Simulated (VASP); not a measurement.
# WCl (P-1) in VASP: notebook

The runs below take WCl through single point, with PBE.

Everything below comes from runs of VASP 6.6.1. Logs are shortened: lines on timing, memory, paths and dates and some standing lists are left out, and cuts for length are marked.

## 1. The cell of the first run

The typed cell holds 4 atoms: a = 3.176 Å, b = 3.176 Å, c = 9.615 Å, α = 89.84°, β = 89.39°, γ = 60.02°.

## 2. Single point, PBE

Contents of INCAR:

```
SYSTEM = WCl
PREC = Accurate ; ENCUT = 520
EDIFF = 1E-6 ; ISMEAR = 0
SIGMA = 0.1 ; LREAL = .False.
LASPH = .True. ; NELM = 100
ALGO = Normal ; ISIF = 2
LWAVE = .False. ; LCHARG = .True.
GGA = PE ; LELF = .True.
LVHAR = .True. ; NBANDS = 29
```

Contents of KPOINTS:

```
regular mesh
0
Gamma
  12 12 4
  0 0 0
```

Contents of POSCAR:

```
WCl
1.0
    3.1683846393      0.1641743831     -0.1367008945
    1.4378118753      2.8280284555     -0.1403020190
    0.5044967615      0.2505826744      9.5986329323
W Cl
2 2
Direct
    0.3369154159      0.3323232160      0.4039590212
    0.6630845841      0.6676767840      0.5960409788
    0.6772229581      0.6636815947      0.2148689458
    0.3227770419      0.3363184053      0.7851310542
```

Potentials or basis: VASP PAW PBE potentials, release 64 (W_sv, Cl).

Launch:

```
$ cat potpaw_PBE.64/W_sv/POTCAR potpaw_PBE.64/Cl/POTCAR > POTCAR
$ mpirun -np 1 vasp_std > vasp.out
```

OUTCAR:

```text
SYSTEM = WCl
   PREC = Accurate
   ENCUT = 520
   EDIFF = 1E-6
   ISMEAR = 0
   LREAL = .False.
   LASPH = .True.
   NELM = 100
   ISIF = 2
   GGA = PE

 ion  position               nearest neighbor table
   1  0.337  0.332  0.404-   3 2.58   3 2.58   3 2.58   2 2.60   2 2.60   2 2.60
   2  0.663  0.668  0.596-   4 2.58   4 2.58   4 2.58   1 2.60   1 2.60   1 2.60
   3  0.677  0.664  0.215-   1 2.58   1 2.58   1 2.58
   4  0.323  0.336  0.785-   2 2.58   2 2.58   2 2.58

  LATTYP: Found a triclinic cell.
 ALAT       =     3.1755789370
 B/A-ratio  =     1.0000213699
 C/A-ratio  =     3.0278408324
 COS(alpha) =     0.0028596939
 COS(beta)  =     0.0107238155
 COS(gamma) =     0.4996778979

  Lattice vectors:

 A1 = (   3.1683846393,   0.1641743831,  -0.1367008945)
 A2 = (   1.4378118753,   2.8280284555,  -0.1403020190)
 A3 = (   0.5044967615,   0.2505826744,   9.5986329323)

Analysis of symmetry for initial positions (statically):
=====================================================================
 Subroutine PRICEL returns:
 Original cell was already a primitive cell.

 Routine SETGRP: Setting up the symmetry group for a
 triclinic supercell.

 Subroutine GETGRP returns: Found  2 space group operations
 (whereof  2 operations were pure point group operations)
 out of a pool of  2 trial point group operations.

The static configuration has the point symmetry S_2 .

Analysis of symmetry for dynamics (positions and initial velocities):
=====================================================================
 Subroutine PRICEL returns:
 Original cell was already a primitive cell.

 Routine SETGRP: Setting up the symmetry group for a
 triclinic supercell.

 Subroutine GETGRP returns: Found  2 space group operations
 (whereof  2 operations were pure point group operations)
 out of a pool of  2 trial point group operations.

The dynamic configuration has the point symmetry S_2 .

 Subroutine INISYM returns: Found  2 space group operations
 (whereof  2 operations are pure point group operations),
 and found     1 'primitive' translations

----------------------------------------------------------------------------------------

                                     Primitive cell

  volume of cell :      83.9862

  direct lattice vectors                    reciprocal lattice vectors
[... 89 lines left out ...]
   ENCUT  =  520.0 eV  38.22 Ry    6.18 a.u.   5.90  5.90 17.88*2*pi/ulx,y,z
   NELM   =    100;   NELMIN=  2; NELMDL= -5     # of ELM steps
   EDIFF  = 0.1E-05   stopping-criterion for ELM
   LREAL  =      F    real-space projection
   EDIFFG = 0.1E-04   stopping-criterion for IOM
   NSW    =      0    number of steps for IOM
   IBRION =     -1    ionic relax: 0-MD 1-quasi-New 2-CG
   NFREE  =      0    steps in history (QN), initial steepest desc. (CG)
   ISIF   =      2    stress and relaxation
   ISYM   =      2    0-nonsym 1-usesym 2-fastsym
   POTIM  = 0.5000    time-step for ionic-motion
   TEBEG  =    0.0;   TEEND  =   0.0 temperature during run
   PSTRESS=    0.0 pullay stress
   NELECT =      42.0000    total number of electrons
   NUPDOWN=      -1.0000    fix difference up-down
   EMIN   =  10.00;   EMAX   =-10.00  energy-range for DOS
   EFERMI =   0.00;   METHOD = LEGACY
   ISMEAR =     0;   SIGMA  =   0.10  broadening in eV -4-tet -1-fermi 0-gaus
   EFERMI_NEDOS =   21; number of points for ismear=-14 and -15
   IALGO  =     38    algorithm
   IMIX   =      4    mixing-type and parameters
     AMIX     =   0.40;   BMIX     =  1.00
     AMIX_MAG =   1.60;   BMIX_MAG =  1.00
  volume/ion in A,a.u.               =      21.00       141.69
  Fermi-wavevector in a.u.,A,eV,Ry     =   1.299437  2.455580 22.973933  1.688536
  Thomas-Fermi vector in A             =   2.430701
   LORBIT       =      0    0 simple, 1 ext, 2 COOP (PROOUT), +10 PAW based schemes
   GGA     = PE    functional components
   LHFCALC =     F    Hartree Fock is set to
   AEXX    =    0.0000 exact exchange contribution
   IVDW    =     0    specifies the selected vdW correction
   LEPSILON=     F    determine dielectric tensor
   LRPA    =     F    only Hartree local field effects (RPA)
 non-spin polarized calculation
 Gauss-broadening in eV      SIGMA  =   0.10
  energy-cutoff  :      520.00
  volume of cell :       83.99
 maximum number of plane-waves:      2279
   NGX = 11   NGY = 11   NGZ = 35

 number of electron      41.9999996 magnetization

 Free energy of the ion-electron system (eV)
  ---------------------------------------------------
  ext. energy  EPLUGINS =         0.00000000
  ---------------------------------------------------
  free energy    TOTEN  =       -30.54781207 eV

  energy without entropy =      -30.54026460  energy(sigma->0) =      -30.54403833

 E-fermi :   6.2507     XC(G=0): -10.1921

 val. band max:        6.1841702083   @ k =   0.4167   0.4167   0.2500
 cond. band min:       6.2584780965   @ k =  -0.2500   0.4167   0.5000
 fundamental gap:      0.0743078883
 Fermi energy:         6.2507179805

 k-point     1 :       0.0000    0.0000    0.0000
  band No.  band energies     occupation
      1     -68.1060      2.00000
      2     -67.9464      2.00000
      3     -32.7474      2.00000
      4     -32.2372      2.00000
      5     -32.2367      2.00000
      6     -31.9116      2.00000
[... 757 lines left out ...]
     28      12.2061      0.00000
     29      12.5209      0.00000

 [... further k-points ...]

------------------------ aborting loop because EDIFF is reached ----------------------------------------

  FORCE on cell =-STRESS in cart. coord.  units (eV):
  Direction    XX          YY          ZZ          XY          YZ          ZX
  --------------------------------------------------------------------------------------
  -------------------------------------------------------------------------------------
  Total        0.0551757      0.0426234      0.1232442      0.0124366     -0.0009346     -0.0022888
  in kB        1.0525692      0.8131116      2.3510881      0.2372498     -0.0178295     -0.0436619
  external PRESSURE =       1.4055896 kB  Pullay stress =       0.0000000 kB

 VOLUME and BASIS-vectors are now :
 -----------------------------------------------------------------------------
  energy-cutoff  :      520.00
  volume of cell :       83.99
      direct lattice vectors                 reciprocal lattice vectors
     3.168384639  0.164174383 -0.136700895     0.323628794 -0.165167663 -0.012697800
     1.437811875  2.828028456 -0.140302019    -0.019171052  0.362930019 -0.008467064
     0.504496762  0.250582674  9.598632932     0.004328805  0.002952634  0.103876902

 POSITION                                       TOTAL-FORCE (eV/Angst)
 -----------------------------------------------------------------------------------
      1.74909      1.09636      3.78477        -0.000942     -0.000154      0.009325
      3.36160      2.14643      5.53686         0.000942      0.000154     -0.009325
      3.20835      2.04194      1.87676         0.000039     -0.000212     -0.030722
      1.90234      1.20085      7.44487        -0.000039      0.000212      0.030722
 -----------------------------------------------------------------------------------
    total drift:                                0.000000      0.000000     -0.000000

  FREE ENERGIE OF THE ION-ELECTRON SYSTEM (eV)
  ---------------------------------------------------
  free  energy   TOTEN  =       -30.5478120739 eV

  energy  without entropy=      -30.5402645953  energy(sigma->0) =      -30.54403833
```

OSZICAR:

```text
N       E                     dE             d eps       ncg     rms          rms(c)
DAV:   1     0.456915778309E+03    0.45692E+03   -0.24324E+04 18416   0.148E+03
DAV:   2    -0.600751085747E+01   -0.46292E+03   -0.44929E+03 19433   0.432E+02
DAV:   3    -0.316777003921E+02   -0.25670E+02   -0.25072E+02 20831   0.978E+01
DAV:   4    -0.322747240870E+02   -0.59702E+00   -0.59558E+00 20255   0.157E+01
DAV:   5    -0.322870593333E+02   -0.12335E-01   -0.12334E-01 20669   0.241E+00    0.272E+01
DAV:   6    -0.308303422833E+02    0.14567E+01   -0.26034E+00 18538   0.118E+01    0.113E+01
DAV:   7    -0.305516741689E+02    0.27867E+00   -0.13765E+00 18706   0.691E+00    0.195E+00
DAV:   8    -0.305484579937E+02    0.32162E-02   -0.93302E-02 21980   0.267E+00    0.665E-01
DAV:   9    -0.305479163342E+02    0.54166E-03   -0.65554E-03 21933   0.659E-01    0.195E-01
DAV:  10    -0.305477908765E+02    0.12546E-03   -0.96480E-04 21366   0.330E-01    0.503E-02
DAV:  11    -0.305477983843E+02   -0.75078E-05   -0.19745E-04 18562   0.123E-01    0.239E-02
DAV:  12    -0.305478084955E+02   -0.10111E-04   -0.49237E-05 18667   0.524E-02    0.169E-02
DAV:  13    -0.305478124372E+02   -0.39418E-05   -0.19092E-05 17559   0.264E-02    0.625E-03
DAV:  14    -0.305478120739E+02    0.36332E-06   -0.53938E-06 19616   0.219E-02
   1 F= -.30547812E+02 E0= -.30544038E+02  d E =-.754748E-02
```

It took 3.8 min on 1 thread of Intel Xeon 6975P-C (Granite Rapids), shared host; peak memory 0.62 GiB.

What came out:

- Free energy: -30.5478 eV
- Pressure: 0.1 GPa
- Largest force: 0.031 eV/Å
- Band gap on the k mesh: zero (band 21 reaches 6.54 eV, above the bottom of band 22 at 5.40 eV)

Forces in eV/Å, atoms in the order of the input:
```
W   -0.001  0.000  0.009
W    0.001  0.000 -0.009
Cl   0.000  0.000 -0.031
Cl   0.000  0.000  0.031
```

Caveat: spin-orbit coupling is left out, which moves the levels of the heavy elements.

## 3. Single point, PBE

Contents of INCAR:

```
PREC = Accurate
ENCUT = 520
EDIFF = 1E-6
ISMEAR = 0
SIGMA = 0.1
LREAL = F
LASPH = T
NELM = 100
ALGO = Normal
ISIF = 2
LWAVE = F
LCHARG = F
GGA = PE
NBANDS = 29
```

Contents of KPOINTS:

```
Automatic mesh
0
Gamma
  12 12 4
```

POSCAR is that of step 2.

Potentials or basis: VASP PAW PBE potentials, release 64 (W_sv, Cl).

Launch:

```
$ cat potpaw_PBE.64/W_sv/POTCAR potpaw_PBE.64/Cl/POTCAR > POTCAR
$ mpirun -np 1 vasp_std > vasp.out
```

It took 4 min on 1 thread of Intel Xeon 6975P-C (Granite Rapids), shared host; peak memory 0.62 GiB.

The run converged. Its results:

| Item | Value |
| --- | --- |
| Free energy | -30.5478 eV |
| Pressure | 0.1 GPa |
| Largest force | 0.031 eV/Å |
| Band gap on the k mesh | zero (band 21 reaches 6.54 eV, above the bottom of band 22 at 5.40 eV) |

Forces in eV/Å, atoms in the order of the input:
```
W   -0.001  0.000  0.009
W    0.001  0.000 -0.009
Cl   0.000  0.000 -0.031
Cl   0.000  0.000  0.031
```

Stress tensor (GPa, compression positive):
```
0.11 0.02 0.00
0.02 0.08 0.00
0.00 0.00 0.24
```

Levels at points of the mesh, in eV from the Fermi level:
| k point | band 17 | band 18 | band 19 | band 20 | band 21 | band 22 | band 23 | band 24 | band 25 | band 26 |
| --- | --- | --- | --- | --- | --- | --- | --- | --- | --- | --- |
| (0.00, 0.00, 0.00) | -3.41 | -3.41 | -1.95 | -1.95 | -0.85 | -0.84 | 0.93 | 2.13 | 2.14 | 2.90 |
| (0.50, 0.00, 0.00) | -3.66 | -2.94 | -2.92 | -0.82 | 0.29 | 1.95 | 2.30 | 2.68 | 2.85 | 3.96 |
| (0.00, 0.50, 0.00) | -3.66 | -2.94 | -2.92 | -0.82 | 0.29 | 1.94 | 2.30 | 2.68 | 2.85 | 3.96 |
| (0.50, 0.50, 0.00) | -3.66 | -2.94 | -2.92 | -0.82 | 0.29 | 1.94 | 2.30 | 2.68 | 2.85 | 3.96 |
| (0.00, 0.00, 0.50) | -3.41 | -3.39 | -1.95 | -1.95 | -0.85 | -0.85 | 0.93 | 2.13 | 2.14 | 2.90 |
| (0.50, 0.00, 0.50) | -3.66 | -3.00 | -2.92 | -0.81 | 0.29 | 1.85 | 2.30 | 2.67 | 3.05 | 3.95 |
| (0.00, 0.50, 0.50) | -3.66 | -2.99 | -2.92 | -0.81 | 0.29 | 1.86 | 2.30 | 2.67 | 3.06 | 3.95 |
| (0.50, 0.50, 0.50) | -3.66 | -2.99 | -2.92 | -0.81 | 0.29 | 1.87 | 2.30 | 2.67 | 3.06 | 3.95 |

Caveat: spin-orbit coupling is left out, which moves the levels of the heavy elements.
